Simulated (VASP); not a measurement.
# CdSe (P6_3mc) in VASP: notebook

The runs below take CdSe through single point, with r2SCAN.

Program: VASP 6.6.1. These are calculated values, not measurements. Logs are shortened: lines on timing, memory, paths and dates and some standing lists are left out, and cuts for length are marked.

### 1 The cell of the first run

Symmetry: P6_3mc, No. 186, hexagonal system. Conventional cell: a = 4.346 Å, b = 4.346 Å, c = 7.090 Å, α = 90.00°, β = 90.00°, γ = 120.00°. Within 3.5 Å of Cd (site symmetry 3m) lie 4 Se at 2.66 to 2.67 Å. Within 3.5 Å of Se (site symmetry 3m) lie 4 Cd at 2.66 to 2.67 Å.

### 2 Single point, r2SCAN

File POSCAR:

```
CdSe
1.0
    4.3460853800      0.0000000000      0.0000000000
   -2.1730426900      3.7638203500      0.0000000000
    0.0000000000      0.0000000000      7.0898398800
Cd Se
2 2
Direct
    0.6666666700      0.3333333300      0.4999533600
    0.3333333300      0.6666666700      0.9999533600
    0.6666666700      0.3333333300      0.8759066400
    0.3333333300      0.6666666700      0.3759066400
```

File INCAR.step1:

```
SYSTEM = CdSe
ALGO = Normal ; EDIFF = 1E-4
ENCUT = 520 ; GGA = PE
ISMEAR = 0 ; LASPH = .True.
LCHARG = .False. ; LREAL = .False.
LWAVE = .True. ; NBANDS = 26
NELM = 60 ; PREC = Accurate
SIGMA = 0.1
```

File INCAR.step2:

```
SYSTEM = CdSe
ALGO = Normal ; EDIFF = 1E-6
ENCUT = 520 ; ISIF = 2
ISMEAR = 0 ; ISTART = 1
LASPH = .True. ; LCHARG = .False.
LMIXTAU = .True. ; LREAL = .False.
LWAVE = .False. ; METAGGA = R2SCAN
NBANDS = 26 ; NELM = 60
PREC = Accurate ; SIGMA = 0.1
```

File KPOINTS:

```
k-points
0
Gamma
  6 6 4
  0 0 0
```

Potentials or basis: VASP PAW PBE potentials, release 64 (Cd, Se).

On the command line:

```sh
cat potpaw_PBE.64/Cd/POTCAR potpaw_PBE.64/Se/POTCAR > POTCAR
cp INCAR.step1 INCAR
mpirun -np 1 vasp_std > vasp.out
cp INCAR.step2 INCAR
mpirun -np 1 vasp_std > vasp.out
```

OUTCAR:

```text
SYSTEM = CdSe
   EDIFF = 1E-6
   ENCUT = 520
   ISIF = 2
   ISMEAR = 0
   ISTART = 1
   LASPH = .True.
   LREAL = .False.
   METAGGA = R2SCAN
   NELM = 60
   PREC = Accurate

 ion  position               nearest neighbor table
   1  0.667  0.333  0.500-   4 2.66   4 2.66   4 2.66   3 2.67
   2  0.333  0.667  1.000-   3 2.66   3 2.66   3 2.66   4 2.67
   3  0.667  0.333  0.876-   2 2.66   2 2.66   2 2.66   1 2.67
   4  0.333  0.667  0.376-   1 2.66   1 2.66   1 2.66   2 2.67

  LATTYP: Found a hexagonal cell.
 ALAT       =     4.3460853800
 C/A-ratio  =     1.6313162904

  Lattice vectors:

 A1 = (   4.3460853800,   0.0000000000,   0.0000000000)
 A2 = (  -2.1730426900,   3.7638203500,   0.0000000000)
 A3 = (   0.0000000000,   0.0000000000,   7.0898398800)

Analysis of symmetry for initial positions (statically):
=====================================================================
 Subroutine PRICEL returns:
 Original cell was already a primitive cell.

 Routine SETGRP: Setting up the symmetry group for a
 hexagonal supercell.

 Subroutine GETGRP returns: Found 12 space group operations
 (whereof  6 operations were pure point group operations)
 out of a pool of 24 trial point group operations.

The static configuration has the point symmetry C_3v.
 The point group associated with its full space group is C_6v.

Analysis of symmetry for dynamics (positions and initial velocities):
=====================================================================
 Subroutine PRICEL returns:
 Original cell was already a primitive cell.

 Routine SETGRP: Setting up the symmetry group for a
 hexagonal supercell.

 Subroutine GETGRP returns: Found 12 space group operations
 (whereof  6 operations were pure point group operations)
 out of a pool of 24 trial point group operations.

The dynamic configuration has the point symmetry C_3v.
 The point group associated with its full space group is C_6v.

 Subroutine INISYM returns: Found 12 space group operations
 (whereof  6 operations are pure point group operations),
 and found     1 'primitive' translations

----------------------------------------------------------------------------------------

                                     Primitive cell

  volume of cell :     115.9748

  direct lattice vectors                    reciprocal lattice vectors
     4.346085380  0.000000000  0.000000000     0.230092120  0.132843747  0.000000000
    -2.173042690  3.763820350  0.000000000     0.000000000  0.265687495  0.000000000
     0.000000000  0.000000000  7.089839880     0.000000000  0.000000000  0.141046909

  length of vectors
     4.346085380  4.346085383  7.089839880     0.265687495  0.265687495  0.141046909

  position of ions in fractional coordinates (direct lattice)
     0.666666670  0.333333330  0.499953360
     0.333333330  0.666666670  0.999953360
     0.666666670  0.333333330  0.875906640
     0.333333330  0.666666670  0.375906640

  ion indices of the primitive-cell ions
   primitive index   ion index
                 1           1
                 2           2
                 3           3
                 4           4

----------------------------------------------------------------------------------------

 KPOINTS: k-points

Automatic generation of k-mesh.
 Grid dimensions read from file:
 generate k-points for:    6    6    4

 Generating k-lattice:

  Cartesian coordinates                     Fractional coordinates (reciprocal lattice)
     0.038348687  0.022140625  0.000000000     0.166666667  0.000000000  0.000000000
     0.000000000  0.044281249  0.000000000     0.000000000  0.166666667  0.000000000
     0.000000000  0.000000000  0.035261727     0.000000000  0.000000000  0.250000000

  Length of vectors
     0.044281249  0.044281249  0.035261727

  Shift w.r.t. Gamma in fractional coordinates (k-lattice)
     0.000000000  0.000000000  0.000000000

 Subroutine IBZKPT returns following result:
 ===========================================

 Found     21 irreducible k-points:

 Following reciprocal coordinates:
            Coordinates               Weight
  0.000000  0.000000  0.000000      1.000000
  0.166667  0.000000  0.000000      6.000000
  0.333333  0.000000  0.000000      6.000000
  0.500000 -0.000000  0.000000      3.000000
  0.166667  0.166667  0.000000      6.000000
  0.333333  0.166667  0.000000     12.000000
[... 13 lines left out ...]
  0.333333  0.166667  0.500000     12.000000
  0.333333  0.333333  0.500000      2.000000
   k-points           NKPTS =     21   k-points in BZ     NKDIM =     21   number of bands    NBANDS=     26
   number of dos      NEDOS =    301   number of ions     NIONS =      4
   total plane-waves  NPLWV =  55296
   dimension x,y,z NGX =    32 NGY =   32 NGZ =   54
   dimension x,y,z NGXF=    64 NGYF=   64 NGZF=  108
   ions per type =               2   2
   NGX,Y,Z   is equivalent  to a cutoff of  12.24, 12.24, 12.66 a.u.
   NGXF,Y,Z  is equivalent  to a cutoff of  24.48, 24.48, 25.32 a.u.
 SYSTEM =  CdSe
   PREC   = accura    normal or accurate (medium, high low for compatibility)
   ISTART =      1    job   : 0-new  1-cont  2-samecut
   ICHARG =      0    charge: 1-file 2-atom 10-const
   ISPIN  =      1    spin polarized calculation?
   LNONCOLLINEAR =      F non collinear calculations
   LSORBIT =      F    spin-orbit coupling
   LASPH  =      T    aspherical Exc in radial PAW
   ENCUT  =  520.0 eV  38.22 Ry    6.18 a.u.   8.08  8.08 13.18*2*pi/ulx,y,z
   NELM   =     60;   NELMIN=  2; NELMDL=  0     # of ELM steps
   EDIFF  = 0.1E-05   stopping-criterion for ELM
   LREAL  =      F    real-space projection
[... 7 lines left out ...]
   TEBEG  =    0.0;   TEEND  =   0.0 temperature during run
   PSTRESS=    0.0 pullay stress
   NELECT =      36.0000    total number of electrons
   NUPDOWN=      -1.0000    fix difference up-down
   EMIN   =  10.00;   EMAX   =-10.00  energy-range for DOS
   EFERMI =   0.00;   METHOD = LEGACY
   ISMEAR =     0;   SIGMA  =   0.10  broadening in eV -4-tet -1-fermi 0-gaus
   EFERMI_NEDOS =   21; number of points for ismear=-14 and -15
   IALGO  =     38    algorithm
   IMIX   =      4    mixing-type and parameters
     AMIX     =   0.40;   BMIX     =  1.00
     AMIX_MAG =   1.60;   BMIX_MAG =  1.00
  volume/ion in A,a.u.               =      28.99       195.66
  Fermi-wavevector in a.u.,A,eV,Ry     =   1.108463  2.094691 16.717341  1.228690
  Thomas-Fermi vector in A             =   2.244990
   LORBIT       =      0    0 simple, 1 ext, 2 COOP (PROOUT), +10 PAW based schemes
   METAGGA = R2SCAN    functional components
   LHFCALC =     F    Hartree Fock is set to
   AEXX    =    0.0000 exact exchange contribution
   IVDW    =     0    specifies the selected vdW correction
   LEPSILON=     F    determine dielectric tensor
   LRPA    =     F    only Hartree local field effects (RPA)
 non-spin polarized calculation
 Gauss-broadening in eV      SIGMA  =   0.10
  energy-cutoff  :      520.00
  volume of cell :      115.97
 maximum number of plane-waves:      3144
   NGX = 17   NGY = 17   NGZ = 27

 number of electron      36.0000002 magnetization

 Free energy of the ion-electron system (eV)
  ---------------------------------------------------
  ext. energy  EPLUGINS =         0.00000000
  ---------------------------------------------------
  free energy    TOTEN  =       -71.83023928 eV

  energy without entropy =      -71.83023928  energy(sigma->0) =      -71.83023928

 E-fermi :   0.8573     XC(G=0):  -9.2756

 val. band max:        0.4109302097   @ k =   0.0000   0.0000   0.0000
 cond. band min:       1.4934237572   @ k =   0.0000   0.0000   0.0000
 fundamental gap:      1.0824935475
 Fermi energy:         0.8573265237

 k-point     1 :       0.0000    0.0000    0.0000
  band No.  band energies     occupation
      1     -12.4429      2.00000
      2     -12.0848      2.00000
      3      -7.6525      2.00000
      4      -7.6473      2.00000
      5      -7.6473      2.00000
      6      -7.5798      2.00000
[... 18 lines left out ...]
     25       7.9565      0.00000
     26       8.4454      0.00000

 k-point     2 :       0.1667    0.0000    0.0000
  band No.  band energies     occupation
      1     -12.3643      2.00000
      2     -12.0497      2.00000
      3      -7.6278      2.00000
      4      -7.6194      2.00000
      5      -7.5798      2.00000
      6      -7.5410      2.00000
[... 18 lines left out ...]
     25       8.0183      0.00000
     26       8.5825      0.00000

 k-point     3 :       0.3333    0.0000    0.0000
  band No.  band energies     occupation
      1     -12.1933      2.00000
      2     -11.9905      2.00000
      3      -7.5846      2.00000
      4      -7.5744      2.00000
      5      -7.4694      2.00000
      6      -7.4639      2.00000
[... 18 lines left out ...]
     25       8.6850      0.00000
     26       9.1702      0.00000

 k-point     4 :       0.5000   -0.0000    0.0000
  band No.  band energies     occupation
      1     -12.0908      2.00000
      2     -11.9767      2.00000
      3      -7.5690      2.00000
      4      -7.5588      2.00000
      5      -7.4279      2.00000
      6      -7.4109      2.00000
[... 18 lines left out ...]
     25       8.7562      0.00000
     26      10.6055      0.00000

 k-point     5 :       0.1667    0.1667    0.0000
  band No.  band energies     occupation
      1     -12.2388      2.00000
      2     -12.0032      2.00000
      3      -7.5906      2.00000
      4      -7.5854      2.00000
      5      -7.4940      2.00000
      6      -7.4912      2.00000
[... 18 lines left out ...]
     25       8.6917      0.00000
     26       8.9038      0.00000

 k-point     6 :       0.3333    0.1667    0.0000
  band No.  band energies     occupation
      1     -12.0922      2.00000
      2     -11.9768      2.00000
      3      -7.5769      2.00000
      4      -7.5395      2.00000
      5      -7.4416      2.00000
      6      -7.4298      2.00000
[... 340 lines left out ...]
 k-point    18 :       0.5000   -0.0000    0.5000
  band No.  band energies     occupation
      1     -12.0275      2.00000
      2     -12.0275      2.00000
      3      -7.5353      2.00000
      4      -7.5353      2.00000
      5      -7.4905      2.00000
      6      -7.4905      2.00000
[... 18 lines left out ...]
     25       8.8426      0.00000
     26       8.8426      0.00000

 k-point    19 :       0.1667    0.1667    0.5000
  band No.  band energies     occupation
      1     -12.1164      2.00000
      2     -12.1164      2.00000
      3      -7.5499      2.00000
      4      -7.5499      2.00000
      5      -7.5289      2.00000
      6      -7.5289      2.00000
[... 18 lines left out ...]
     25       8.4135      0.00000
     26       8.4135      0.00000

 k-point    20 :       0.3333    0.1667    0.5000
  band No.  band energies     occupation
      1     -12.0282      2.00000
      2     -12.0282      2.00000
      3      -7.5222      2.00000
      4      -7.5222      2.00000
      5      -7.4949      2.00000
      6      -7.4949      2.00000
[... 18 lines left out ...]
     25       8.8774      0.00000
     26       8.8774      0.00000

 k-point    21 :       0.3333    0.3333    0.5000
  band No.  band energies     occupation
      1     -11.9995      2.00000
      2     -11.9995      2.00000
      3      -7.5021      2.00000
      4      -7.5021      2.00000
      5      -7.4925      2.00000
      6      -7.4925      2.00000
[... 18 lines left out ...]
     25       9.7832      0.00000
     26       9.7881      0.00000

------------------------ aborting loop because EDIFF is reached ----------------------------------------

  FORCE on cell =-STRESS in cart. coord.  units (eV):
  Direction    XX          YY          ZZ          XY          YZ          ZX
  --------------------------------------------------------------------------------------
  -------------------------------------------------------------------------------------
  Total        0.0257295      0.0257295     -0.0104869      0.0000000      0.0000000      0.0000000
  in kB        0.3554501      0.3554501     -0.1448757      0.0000000      0.0000000      0.0000000
  external PRESSURE =       0.1886748 kB  Pullay stress =       0.0000000 kB

 VOLUME and BASIS-vectors are now :
 -----------------------------------------------------------------------------
  energy-cutoff  :      520.00
  volume of cell :      115.97
      direct lattice vectors                 reciprocal lattice vectors
     4.346085380  0.000000000  0.000000000     0.230092120  0.132843747  0.000000000
    -2.173042690  3.763820350  0.000000000     0.000000000  0.265687495  0.000000000
     0.000000000  0.000000000  7.089839880     0.000000000  0.000000000  0.141046909

 POSITION                                       TOTAL-FORCE (eV/Angst)
 -----------------------------------------------------------------------------------
      2.17304      1.25461      3.54459        -0.000000     -0.000000      0.004372
     -0.00000      2.50921      7.08951        -0.000000      0.000000      0.004372
      2.17304      1.25461      6.21004         0.000000     -0.000000     -0.004372
     -0.00000      2.50921      2.66512        -0.000000      0.000000     -0.004372
 -----------------------------------------------------------------------------------
    total drift:                               -0.000013      0.000007     -0.003799

  FREE ENERGIE OF THE ION-ELECTRON SYSTEM (eV)
  ---------------------------------------------------
  free  energy   TOTEN  =       -71.8302392829 eV

  energy  without entropy=      -71.8302392829  energy(sigma->0) =      -71.83023928
```

Wall time 1.9 min (1 thread of Intel Xeon Platinum 8559C (Emerald Rapids), shared host); peak memory 0.26 GiB.

What came out:

```
Free energy            : -71.8302 eV
Pressure               : 0.0 GPa
Largest force          : 0.004 eV/Å
Band gap on the k mesh : 1.08 eV
```

Forces in eV/Å, atoms in the order of the input:
```
Cd   0.000  0.000  0.004
Cd   0.000  0.000  0.004
Se   0.000  0.000 -0.004
Se   0.000  0.000 -0.004
```

Levels at points of the mesh, in eV from the valence-band top:
```
           k point  band 15  band 16  band 17  band 18  band 19  band 20  band 21  band 22
(0.00, 0.00, 0.00)    -0.73    -0.04     0.00     0.00     1.08     2.63     6.38     6.38
(0.50, 0.00, 0.00)    -2.56    -1.79    -1.27    -0.73     3.61     3.71     5.09     6.52
(0.00, 0.00, 0.50)    -0.38    -0.38    -0.38    -0.38     2.77     2.77     6.26     6.26
(0.50, 0.00, 0.50)    -1.31    -1.31    -1.29    -1.29     3.33     3.33     5.26     5.26
```

Caveat: the PAW data sets were made with another functional, which shifts forces and pressure a little.

### 3 Single point, r2SCAN

This run uses another cell than the first one, of 28.87 Å³/atom.

File POSCAR:

```
CdSe
1.0
    4.3400069584      0.0000000000      0.0000000000
   -2.1700034792      3.7585562786      0.0000000000
    0.0000000000      0.0000000000      7.0784258495
Cd Se
2 2
Direct
    0.6666666667      0.3333333333      0.4999777432
    0.3333333333      0.6666666667      0.9999777432
    0.6666666667      0.3333333333      0.8758822568
    0.3333333333      0.6666666667      0.3758822568
```

File INCAR.step1:

```
  ALGO = Normal
  EDIFF = 1E-4
  ENCUT = 520
  GGA = PE
  ISMEAR = 0
  LASPH = True
  LCHARG = False
  LREAL = False
  LWAVE = True
  NBANDS = 26
  NELM = 100
  PREC = Accurate
  SIGMA = 0.02
```

File INCAR.step2:

```
  ALGO = Normal
  EDIFF = 1E-6
  ENCUT = 520
  ISIF = 2
  ISMEAR = 0
  ISTART = 1
  LASPH = True
  LCHARG = False
  LMIXTAU = True
  LREAL = False
  LWAVE = False
  METAGGA = R2SCAN
  NBANDS = 26
  NELM = 100
  PREC = Accurate
  SIGMA = 0.02
```

File KPOINTS:

```
k-points
0
Gamma
  9 9 4
```

Potentials or basis: VASP PAW PBE potentials, release 64 (Cd, Se).

On the command line:

```sh
cat potpaw_PBE.64/Cd/POTCAR potpaw_PBE.64/Se/POTCAR > POTCAR
cp INCAR.step1 INCAR
mpirun -np 1 vasp_std > vasp.out
cp INCAR.step2 INCAR
mpirun -np 1 vasp_std > vasp.out
```

It took 3 min on 1 thread of Intel Xeon Platinum 8559C (Emerald Rapids), shared host; peak memory 0.29 GiB.

Results (log left out):

| Quantity | Value |
| --- | --- |
| Free energy | -71.8327 eV |
| Pressure | 0.2 GPa |
| Band gap on the k mesh | 1.09 eV |

Levels at points of the mesh, in eV from the valence-band top:
| k point | band 14 | band 15 | band 16 | band 17 | band 18 | band 19 | band 20 | band 21 | band 22 | band 23 |
| --- | --- | --- | --- | --- | --- | --- | --- | --- | --- | --- |
| (0.00, 0.00, 0.00) | -0.74 | -0.74 | -0.04 | 0.00 | 0.00 | 1.09 | 2.64 | 6.38 | 6.38 | 6.68 |
| (0.00, 0.00, 0.50) | -2.56 | -0.38 | -0.38 | -0.38 | -0.38 | 2.78 | 2.78 | 6.27 | 6.27 | 6.77 |

Caveat: the PAW data sets were made with another functional, which shifts forces and pressure a little.
